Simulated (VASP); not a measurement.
C, 4 atoms in the cell. The cell holds a slab with vacuum, 4 atoms: a = 2.456 Å, b = 2.456 Å, c = 17.048 Å, α = 90.00°, β = 90.00°, γ = 60.00°. 

* Program: VASP 6.6.1
* Task: single point
* Functional: r2SCAN
* Potentials or basis: VASP PAW PBE potentials, release 64 (C)
* Cutoff: 520 eV
* k mesh: 27 × 27 × 4
* Occupations: gaussian, width 0.15 eV
* Spin: no spin polarisation
* Dipole correction: no
* Further INCAR settings: ALGO = Normal; EDIFF = 1e-06; NBANDS = 16

Potentials or basis: VASP PAW PBE potentials, release 64 (C).

Launch:

```console
$ cat potpaw_PBE.64/C/POTCAR > POTCAR
$ cp INCAR.step1 INCAR
$ mpirun -np 1 vasp_std > vasp.out
$ cp INCAR.step2 INCAR
$ mpirun -np 1 vasp_std > vasp.out
```

Hardware: 1 thread of Oxide Virtual Turin-like Processor, on a shared host.

Question: How long does it take, and how much memory?

Answer: It took 13 min on 1 thread of Oxide Virtual Turin-like Processor, with other jobs on the host, peak memory 0.33 GiB. Counts: k points 225.
